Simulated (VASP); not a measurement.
# CdTe (Pm-3m) in VASP: notebook

CdTe is run at these levels: PBE; tasks: relaxation of cell and atoms, single point.

Program: VASP 6.6.1. These are calculated values, not measurements. Logs are shortened: lines on timing, memory, paths and dates and some standing lists are left out, and cuts for length are marked.

### 1 The cell of the first run

It takes space group Pm-3m (No. 221, cubic). Conventional cell: a = 3.963 Å, b = 3.963 Å, c = 3.963 Å, α = 90.00°, β = 90.00°, γ = 90.00°. Cd (site symmetry m-3m) has 8 Te at 3.43 Å and 6 Cd at 3.96 Å within 4.5 Å. Within 4.5 Å of Te (site symmetry m-3m) lie 8 Cd at 3.43 Å and 6 Te at 3.96 Å.

### 2 Relaxation of cell and atoms, PBE

Contents of INCAR:

```
PREC     = Accurate       # precision mode
ENCUT    = 600            # plane-wave cutoff, eV
EDIFF    = 1E-6           # SCF threshold, eV
ISMEAR   = 0              # smearing method
SIGMA    = 0.1            # smearing width, eV
LREAL    = False          # projectors in reciprocal space
LASPH    = True           # aspherical terms in the spheres
NELM     = 80             # most SCF steps
ALGO     = Normal         # electronic algorithm
ISIF     = 3              # what is computed and relaxed
LWAVE    = False          # write WAVECAR
LCHARG   = False          # write CHGCAR
GGA      = PE             # functional
IBRION   = 2              # ionic algorithm
NSW      = 90             # ionic steps
EDIFFG   = -0.04          # ionic threshold
```

Contents of KPOINTS:

```
regular mesh
0
Gamma
  4 4 4
```

Contents of POSCAR:

```
CdTe
1.0
    3.9625164800      0.0000000000      0.0000000000
    0.0000000000      3.9625164800      0.0000000000
    0.0000000000      0.0000000000      3.9625164800
Cd Te
1 1
Direct
    0.0000000000      0.0000000000      0.0000000000
    0.5000000000      0.5000000000      0.5000000000
```

Potentials or basis: VASP PAW PBE potentials, release 64 (Cd, Te).

Launch:

```sh
$ cat potpaw_PBE.64/Cd/POTCAR potpaw_PBE.64/Te/POTCAR > POTCAR
$ mpirun -np 1 vasp_std > vasp.out
```

OUTCAR:

```text
PREC = Accurate
   ENCUT = 600
   EDIFF = 1E-6
   ISMEAR = 0
   LREAL = False
   LASPH = True
   NELM = 80
   ISIF = 3
   GGA = PE
   IBRION = 2
   NSW = 90
   EDIFFG = -0.04

 ion  position               nearest neighbor table
   1  0.000  0.000  0.000-   2 3.43   2 3.43   2 3.43   2 3.43   2 3.43   2 3.43   2 3.43   2 3.43

   2  0.500  0.500  0.500-   1 3.43   1 3.43   1 3.43   1 3.43   1 3.43   1 3.43   1 3.43   1 3.43

  LATTYP: Found a simple cubic cell.
 ALAT       =     3.9625164800

  Lattice vectors:

 A1 = (   3.9625164800,   0.0000000000,   0.0000000000)
 A2 = (   0.0000000000,   3.9625164800,   0.0000000000)
 A3 = (   0.0000000000,   0.0000000000,   3.9625164800)

Analysis of symmetry for initial positions (statically):
=====================================================================
 Subroutine PRICEL returns:
 Original cell was already a primitive cell.

 Routine SETGRP: Setting up the symmetry group for a
 simple cubic supercell.

 Subroutine GETGRP returns: Found 48 space group operations
 (whereof 48 operations were pure point group operations)
 out of a pool of 48 trial point group operations.

The static configuration has the point symmetry O_h .

Analysis of symmetry for dynamics (positions and initial velocities):
=====================================================================
 Subroutine PRICEL returns:
 Original cell was already a primitive cell.

 Routine SETGRP: Setting up the symmetry group for a
 simple cubic supercell.

 Subroutine GETGRP returns: Found 48 space group operations
 (whereof 48 operations were pure point group operations)
 out of a pool of 48 trial point group operations.

The dynamic configuration has the point symmetry O_h .

 Subroutine INISYM returns: Found 48 space group operations
 (whereof 48 operations are pure point group operations),
 and found     1 'primitive' translations

----------------------------------------------------------------------------------------

                                     Primitive cell

  volume of cell :      62.2176

  direct lattice vectors                    reciprocal lattice vectors
     3.962516480  0.000000000  0.000000000     0.252364881  0.000000000  0.000000000
     0.000000000  3.962516480  0.000000000     0.000000000  0.252364881  0.000000000
     0.000000000  0.000000000  3.962516480     0.000000000  0.000000000  0.252364881

  length of vectors
     3.962516480  3.962516480  3.962516480     0.252364881  0.252364881  0.252364881

  position of ions in fractional coordinates (direct lattice)
     0.000000000  0.000000000  0.000000000
     0.500000000  0.500000000  0.500000000

  ion indices of the primitive-cell ions
   primitive index   ion index
                 1           1
                 2           2

----------------------------------------------------------------------------------------

 KPOINTS: regular mesh

Automatic generation of k-mesh.
 Grid dimensions read from file:
 generate k-points for:    4    4    4

 Generating k-lattice:

  Cartesian coordinates                     Fractional coordinates (reciprocal lattice)
     0.063091220  0.000000000  0.000000000     0.250000000  0.000000000  0.000000000
     0.000000000  0.063091220  0.000000000     0.000000000  0.250000000  0.000000000
     0.000000000  0.000000000  0.063091220     0.000000000  0.000000000  0.250000000

  Length of vectors
     0.063091220  0.063091220  0.063091220

  Shift w.r.t. Gamma in fractional coordinates (k-lattice)
     0.000000000  0.000000000  0.000000000

 Subroutine IBZKPT returns following result:
 ===========================================

 Found     10 irreducible k-points:

 Following reciprocal coordinates:
            Coordinates               Weight
  0.000000  0.000000  0.000000      1.000000
  0.250000  0.000000  0.000000      6.000000
  0.500000  0.000000  0.000000      3.000000
  0.250000  0.250000  0.000000     12.000000
  0.500000  0.250000  0.000000     12.000000
  0.500000  0.500000  0.000000      3.000000
  0.250000  0.250000  0.250000      8.000000
  0.500000  0.250000  0.250000     12.000000
  0.500000  0.500000  0.250000      6.000000
  0.500000  0.500000  0.500000      1.000000
   k-points           NKPTS =     10   k-points in BZ     NKDIM =     10   number of bands    NBANDS=     13
   number of dos      NEDOS =    301   number of ions     NIONS =      2
   total plane-waves  NPLWV =  32768
   dimension x,y,z NGX =    32 NGY =   32 NGZ =   32
   dimension x,y,z NGXF=    64 NGYF=   64 NGZF=   64
   ions per type =               1   1
   NGX,Y,Z   is equivalent  to a cutoff of  13.43, 13.43, 13.43 a.u.
   NGXF,Y,Z  is equivalent  to a cutoff of  26.85, 26.85, 26.85 a.u.
 SYSTEM =  unknown system
   PREC   = accura    normal or accurate (medium, high low for compatibility)
   ISTART =      0    job   : 0-new  1-cont  2-samecut
   ICHARG =      2    charge: 1-file 2-atom 10-const
   ISPIN  =      1    spin polarized calculation?
   LNONCOLLINEAR =      F non collinear calculations
   LSORBIT =      F    spin-orbit coupling
   LASPH  =      T    aspherical Exc in radial PAW
   ENCUT  =  600.0 eV  44.10 Ry    6.64 a.u.   7.91  7.91  7.91*2*pi/ulx,y,z
   NELM   =     80;   NELMIN=  2; NELMDL= -5     # of ELM steps
   EDIFF  = 0.1E-05   stopping-criterion for ELM
   LREAL  =      F    real-space projection
   EDIFFG = -.4E-01   stopping-criterion for IOM
   NSW    =     90    number of steps for IOM
   IBRION =      2    ionic relax: 0-MD 1-quasi-New 2-CG
   NFREE  =      1    steps in history (QN), initial steepest desc. (CG)
   ISIF   =      3    stress and relaxation
   ISYM   =      2    0-nonsym 1-usesym 2-fastsym
   POTIM  = 0.5000    time-step for ionic-motion
   TEBEG  =    0.0;   TEEND  =   0.0 temperature during run
   PSTRESS=    0.0 pullay stress
   NELECT =      18.0000    total number of electrons
   NUPDOWN=      -1.0000    fix difference up-down
   EMIN   =  10.00;   EMAX   =-10.00  energy-range for DOS
   EFERMI =   0.00;   METHOD = LEGACY
   ISMEAR =     0;   SIGMA  =   0.10  broadening in eV -4-tet -1-fermi 0-gaus
   EFERMI_NEDOS =   21; number of points for ismear=-14 and -15
   IALGO  =     38    algorithm
   IMIX   =      4    mixing-type and parameters
     AMIX     =   0.40;   BMIX     =  1.00
     AMIX_MAG =   1.60;   BMIX_MAG =  1.00
  volume/ion in A,a.u.               =      31.11       209.93
  Fermi-wavevector in a.u.,A,eV,Ry     =   1.082749  2.046100 15.950737  1.172346
  Thomas-Fermi vector in A             =   2.218798
   LORBIT       =      0    0 simple, 1 ext, 2 COOP (PROOUT), +10 PAW based schemes
   GGA     = PE    functional components
   LHFCALC =     F    Hartree Fock is set to
   AEXX    =    0.0000 exact exchange contribution
   IVDW    =     0    specifies the selected vdW correction
   LEPSILON=     F    determine dielectric tensor
   LRPA    =     F    only Hartree local field effects (RPA)
 conjugate gradient relaxation of ions
 non-spin polarized calculation
 Gauss-broadening in eV      SIGMA  =   0.10
  energy-cutoff  :      600.00
  volume of cell :       62.22
 maximum number of plane-waves:      2103
 NGX is ok and might be reduce to    32
   NGX = 15   NGY = 15   NGZ = 15

--------------------------------------- Ionic step        1  -------------------------------------------

 number of electron      18.0000008 magnetization

 Free energy of the ion-electron system (eV)
  ---------------------------------------------------
  ext. energy  EPLUGINS =         0.00000000
  ---------------------------------------------------
  free energy    TOTEN  =        -3.55271816 eV

  energy without entropy =       -3.53186419  energy(sigma->0) =       -3.54229117

------------------------ aborting loop because EDIFF is reached ----------------------------------------

  FORCE on cell =-STRESS in cart. coord.  units (eV):
  Direction    XX          YY          ZZ          XY          YZ          ZX
  --------------------------------------------------------------------------------------
  -------------------------------------------------------------------------------------
  Total       -1.4633934     -1.4633934     -1.4633934      0.0000000     -0.0000000     -0.0000000
  in kB      -37.6841239    -37.6841239    -37.6841239      0.0000000     -0.0000000     -0.0000000
  external PRESSURE =     -37.6841239 kB  Pullay stress =       0.0000000 kB

 VOLUME and BASIS-vectors are now :
 -----------------------------------------------------------------------------
  energy-cutoff  :      600.00
  volume of cell :       62.22
      direct lattice vectors                 reciprocal lattice vectors
     3.962516480  0.000000000  0.000000000     0.252364881  0.000000000  0.000000000
     0.000000000  3.962516480  0.000000000     0.000000000  0.252364881  0.000000000
     0.000000000  0.000000000  3.962516480     0.000000000  0.000000000  0.252364881

 POSITION                                       TOTAL-FORCE (eV/Angst)
 -----------------------------------------------------------------------------------
      0.00000      0.00000      0.00000         0.000000      0.000000      0.000000
      1.98126      1.98126      1.98126         0.000000      0.000000      0.000000
 -----------------------------------------------------------------------------------
    total drift:                                0.000000      0.000000     -0.000000

  FREE ENERGIE OF THE ION-ELECTRON SYSTEM (eV)
  ---------------------------------------------------
  free  energy   TOTEN  =        -3.5527181592 eV
[... 17 lines left out ...]
 VOLUME and BASIS-vectors are now :
 -----------------------------------------------------------------------------
  energy-cutoff  :      600.00
  volume of cell :       55.86
      direct lattice vectors                 reciprocal lattice vectors
     3.822643650 -0.000000000 -0.000000000     0.261599064 -0.000000000 -0.000000000
     0.000000000  3.822643650 -0.000000000     0.000000000  0.261599064  0.000000000
     0.000000000 -0.000000000  3.822643650     0.000000000  0.000000000  0.261599064

 POSITION                                       TOTAL-FORCE (eV/Angst)
 -----------------------------------------------------------------------------------
      0.00000      0.00000      0.00000        -0.000000     -0.000000      0.000000
      1.91132      1.91132      1.91132         0.000000      0.000000      0.000000
 -----------------------------------------------------------------------------------
    total drift:                                0.000000      0.000000      0.000000

  FREE ENERGIE OF THE ION-ELECTRON SYSTEM (eV)
  ---------------------------------------------------
  free  energy   TOTEN  =        -3.6439210621 eV

  energy  without entropy=       -3.6190928748  energy(sigma->0) =       -3.63150697

--------------------------------------- Ionic step        3  -------------------------------------------

 number of electron      18.0000001 magnetization

 Free energy of the ion-electron system (eV)
  ---------------------------------------------------
  ext. energy  EPLUGINS =         0.00000000
  ---------------------------------------------------
  free energy    TOTEN  =        -3.64487060 eV

  energy without entropy =       -3.61960995  energy(sigma->0) =       -3.63224028

 E-fermi :   4.9116     XC(G=0):  -9.9836

 val. band max:        4.8706310140   @ k =   0.5000   0.5000   0.5000
 cond. band min:       4.9158141037   @ k =   0.5000   0.0000   0.0000
 fundamental gap:      0.0451830896
 Fermi energy:         4.9115647991

 k-point     1 :       0.0000    0.0000    0.0000
  band No.  band energies     occupation
      1      -7.4739      2.00000
      2      -3.9833      2.00000
      3      -3.9833      2.00000
      4      -3.7384      2.00000
      5      -3.7384      2.00000
      6      -3.7384      2.00000
      7       3.3194      2.00000
      8       3.6384      2.00000
      9       3.6384      2.00000
     10       3.6384      2.00000
     11       9.4867      0.00000
     12       9.4867      0.00000
     13      13.7844      0.00000

 k-point     2 :       0.2500    0.0000    0.0000
  band No.  band energies     occupation
      1      -7.0723      2.00000
      2      -3.9704      2.00000
      3      -3.9058      2.00000
      4      -3.8052      2.00000
      5      -3.8052      2.00000
      6      -3.7345      2.00000
      7       0.3755      2.00000
      8       4.1840      2.00000
      9       4.1840      2.00000
     10       5.5445      0.00000
     11       9.8563      0.00000
     12      10.4438      0.00000
     13      11.6080      0.00000
[... 139 lines left out ...]
 VOLUME and BASIS-vectors are now :
 -----------------------------------------------------------------------------
  energy-cutoff  :      600.00
  volume of cell :       55.25
      direct lattice vectors                 reciprocal lattice vectors
     3.808716899 -0.000000000 -0.000000000     0.262555613 -0.000000000 -0.000000000
     0.000000000  3.808716899 -0.000000000     0.000000000  0.262555613  0.000000000
     0.000000000 -0.000000000  3.808716899     0.000000000  0.000000000  0.262555613

 POSITION                                       TOTAL-FORCE (eV/Angst)
 -----------------------------------------------------------------------------------
      0.00000      0.00000      0.00000        -0.000000     -0.000000      0.000000
      1.90436      1.90436      1.90436         0.000000      0.000000      0.000000
 -----------------------------------------------------------------------------------
    total drift:                                0.000000      0.000000      0.000000

  FREE ENERGIE OF THE ION-ELECTRON SYSTEM (eV)
  ---------------------------------------------------
  free  energy   TOTEN  =        -3.6448706016 eV

  energy  without entropy=       -3.6196099516  energy(sigma->0) =       -3.63224028

 reached required accuracy - stopping structural energy minimisation
```

Wall time 33 s (1 thread of Intel Xeon 8259CL, shared host); peak memory 0.19 GiB.

What came out:

- Free energy: -3.6449 eV
- Relaxed volume: 27.63 Å³/atom
- Relaxed cell: a = 3.809 Å, b = 3.809 Å, c = 3.809 Å, α = 90.00°, β = 90.00°, γ = 90.00°
- Space group after relaxing (to 0.05 Å): Pm-3m (No. 221)
- Energy gained by relaxing: 46.1 meV/atom
- Ionic steps: 3
- Pressure after relaxing: 0.0 GPa
- Band gap on the k mesh: zero (band 9 reaches 4.97 eV, above the bottom of band 10 at 3.52 eV)

Step by step:
| step | energy change (eV) | largest force (eV/Å) | pressure (GPa) | volume (Å³) |
| --- | --- | --- | --- | --- |
| 1 | 0.0000 | 0.0000 | -3.77 | 62.22 |
| 2 | -0.0912 | 0.0000 | -0.46 | 55.86 |
| 3 | -0.0922 | 0.0000 | -0.01 | 55.25 |

Final structure:
```yaml
crystal:
  lattice:
    - [3.80872, 0.00000, 0.00000]
    - [0.00000, 3.80872, 0.00000]
    - [0.00000, 0.00000, 3.80872]
  atoms:
    - { symbol: Cd, position: [0.00000, 0.00000, 0.00000] }
    - { symbol: Te, position: [0.50000, 0.50000, 0.50000] }
```

Caveat: the k points lie up to 0.41 Å⁻¹ apart in the final cell; spin-orbit coupling is left out, which moves the levels of the heavy elements.

### 3 Single point, PBE

This run uses another cell than the first one, of 27.10 Å³/atom, 0.871 times its volume.

Contents of INCAR:

```
SYSTEM = CdTe
PREC     = Accurate       ! precision mode
ENCUT    = 520            ! plane-wave cutoff, eV
EDIFF    = 1E-6           ! SCF threshold, eV
ISMEAR   = 0              ! smearing method
SIGMA    = 0.1            ! smearing width, eV
LREAL    = .False.        ! projectors in reciprocal space
LASPH    = .True.         ! aspherical terms in the spheres
NELM     = 80             ! most SCF steps
ALGO     = Normal         ! electronic algorithm
ISIF     = 2              ! what is computed and relaxed
LWAVE    = .False.        ! write WAVECAR
LCHARG   = .False.        ! write CHGCAR
GGA      = PE             ! functional
NBANDS   = 16             ! bands
```

Contents of KPOINTS:

```
regular mesh
0
Gamma
  14 14 14
  0 0 0
```

Contents of POSCAR:

```
CdTe
1.0
    3.7843594355      0.0000000000      0.0000000000
    0.0000000000      3.7843594355      0.0000000000
    0.0000000000      0.0000000000      3.7843594355
Cd Te
1 1
Direct
    0.0000000000      0.0000000000      0.0000000000
    0.5000000000      0.5000000000      0.5000000000
```

Potentials or basis: VASP PAW PBE potentials, release 64 (Cd, Te).

Launch:

```sh
$ cat potpaw_PBE.64/Cd/POTCAR potpaw_PBE.64/Te/POTCAR > POTCAR
$ mpirun -np 1 vasp_std > vasp.out
```

Wall time 98 s (1 thread of Intel Xeon 8259CL, shared host); peak memory 0.24 GiB.

The run converged. Its results:

- Free energy: -3.7385 eV
- Pressure: 0.1 GPa
- Band gap on the k mesh: zero (band 9 reaches 5.20 eV, above the bottom of band 10 at 3.56 eV)

Levels at points of the mesh, in eV from the Fermi level:
```
           k point  band 5  band 6  band 7  band 8  band 9  band 10  band 11  band 12  band 13  band 14
(0.00, 0.00, 0.00)   -8.27   -8.27   -1.17   -0.96   -0.96    -0.96     4.91     4.91     9.38     9.38
(0.50, 0.00, 0.00)   -8.41   -8.26   -5.86    0.35    0.35     2.82     3.37     5.36     5.36     5.86
(0.50, 0.50, 0.00)   -8.15   -7.88   -4.21   -4.21   -1.98     0.65     6.49     6.49     7.20     7.87
(0.50, 0.50, 0.50)   -8.14   -8.14   -2.24   -2.24   -2.24     0.38     0.96     0.96     0.96    16.13
```

Caveat: spin-orbit coupling is left out, which moves the levels of the heavy elements.

(Continued in part 2 of 2.)
